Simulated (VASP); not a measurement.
Ni:

```
Ni
1.0
     0.00000    1.71044    1.71044
     1.71044    0.00000    1.71044
     1.71044    1.71044    0.00000
Ni
1
Direct
  0.00000 0.00000 0.00000
```

Base run:

* Program: VASP 6.6.1
* Functional: LDA
* Potentials or basis: VASP PAW LDA potentials, release 64 (Ni)
* Cutoff: 600 eV
* k mesh: 16 × 16 × 16
* Occupations: fermi-dirac, width 0.1 eV
* Spin: no spin polarisation

Its results: band gap on the k mesh zero (band 5 reaches 10.32 eV, above the bottom of band 6 at 9.24 eV); pressure 0.0 GPa.

**Question.** The run is repeated on the same cell with these changes: occupations from fermi-dirac, width 0.1 eV to fermi-dirac, width 0.03 eV. What comes out?

**Answer.** Band gap on the k mesh zero (band 5 reaches 10.32 eV, above the bottom of band 6 at 9.25 eV); pressure -0.7 GPa.

Caveats: the run has no spin polarisation, though such a crystal can be magnetic.
